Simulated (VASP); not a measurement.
Runs of VASP 6.6.1 on CaLa. The structure is that of space group P-6m2 (No. 187), or close to it. The cells are those of the table. 

```csv
cell,gap on the mesh (eV),pressure (GPa)
"a = 3.777, b = 3.777, c = 6.300 Å, angles 90.0, 90.0, 120.0°, 2 atoms",none,-2.5
"a = 3.814, b = 3.814, c = 6.362 Å, angles 90.0, 90.0, 120.0°, 2 atoms",none,-3.0
"a = 3.739, b = 3.739, c = 6.236 Å, angles 90.0, 90.0, 120.0°, 2 atoms",none,(b)
"a = 3.851, b = 3.851, c = 6.424 Å, angles 90.0, 90.0, 120.0°, 2 atoms",none,-3.5
"a = 3.700, b = 3.700, c = 6.171 Å, angles 90.0, 90.0, 120.0°, 2 atoms",none,(a)
```

Alike in all rows: task single point; level LDA; potentials or basis VASP PAW LDA potentials, release 64 (Ca_sv, La); no spin polarisation; k mesh 9 × 9 × 5; cutoff (eV) 520; smearing gaussian 0.1 eV.

Question: Estimate the missing entries.

Answer: (a) -1.2; (b) -1.9.

Caveats: spin-orbit coupling is left out, which moves the levels of the heavy elements; the cell stands under tension (at least some runs).

A k mesh can miss the band edges, and the runs leave out spin-orbit coupling on La.

A gap of «none» marks levels without a gap at the run's occupations.
